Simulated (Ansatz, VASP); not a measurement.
## Two plane-wave programs on CdI2

The input INCAR:

```
PREC = Accurate ; ENCUT = 500
EDIFF = 1E-6 ; ISMEAR = 0
SIGMA = 0.05 ; LREAL = False
LASPH = True ; NELM = 120
ALGO = Normal ; ISIF = 2
LWAVE = False ; LCHARG = False
GGA = PE ; IVDW = 12
NBANDS = 20 ; GGA_COMPAT = False
```

Contents of KPOINTS:

```
regular mesh
0
Gamma
  9 9 4
```

The input POSCAR:

```
CdI2
1.0
    4.1378992343      0.0000000000      0.0000000000
   -2.0689496171      3.5835258553      0.0000000000
    0.0000000000      0.0000000000      6.8590000000
Cd I
1 2
Direct
    0.0000000000      0.0000000000      0.0000000000
    0.3333333333      0.6666666667      0.2492000000
    0.6666666667      0.3333333333      0.7508000000
```

Input for Ansatz:

```yaml
crystal:
  lattice:
    - [4.1378992343, 0.0, 0.0]
    - [-2.0689496171, 3.5835258553, 0.0]
    - [0.0, 0.0, 6.859]
  atoms:
    - { symbol: Cd, position: [0.0, 0.0, 0.0] }
    - { symbol: I, position: [0.3333333333, 0.6666666667, 0.2492] }
    - { symbol: I, position: [0.6666666667, 0.3333333333, 0.7508] }
basis:
  ecutwfc: 420
kpoints:
  mp_grid: { grid: [9, 9, 4] }
hamiltonian:
  xc: pbe
  dispersion: d3bj
scf:
  occupations: { method: gaussian, width: 0.05 }
output:
  forces: true
  stress: true
  eigenvalues: true
```

Change from the starting cell: strain -0.025 along x and y, +0.000 along z, atoms carried along.

Alike in both runs: task single point; functional PBE; dispersion D3(BJ); k mesh 9 × 9 × 4; occupations gaussian, width 0.05 eV; no spin polarisation.

|  | VASP | Ansatz |
| --- | --- | --- |
| version | VASP 6.6.1 | Ansatz 0.2.0 |
| potentials or method | VASP PAW PBE potentials, release 64 (Cd, I), cutoff 500 eV | scalar-relativistic, plane waves, PAW |
| valence electrons in the cell | 26 | 54 |

Ansatz gave:

```
gap on the k mesh at the Fermi level (eV)                     : 2.38
least direct gap on the mesh (eV)                             : 2.73
pressure (GPa)                                                : 2.3
traceless stress, the component that is largest in VASP (GPa) : -0.39
rms of the force components (eV/Å)                            : 0.180
```

Q: Estimate VASP's values.

A: gap on the k mesh at the Fermi level (eV): 2.37; least direct gap on the mesh (eV): 2.72; pressure (GPa): 2.5; traceless stress, the component that is largest in VASP (GPa): -0.40; rms of the force components (eV/Å): 0.192.

Atom by atom the forces differ by 0.012 eV/Å (rms over components). VASP's potentials hold 26 valence electrons a cell and Ansatz's 54, so a difference there can come from the potentials and not from the codes.

Spin-orbit coupling is off throughout.
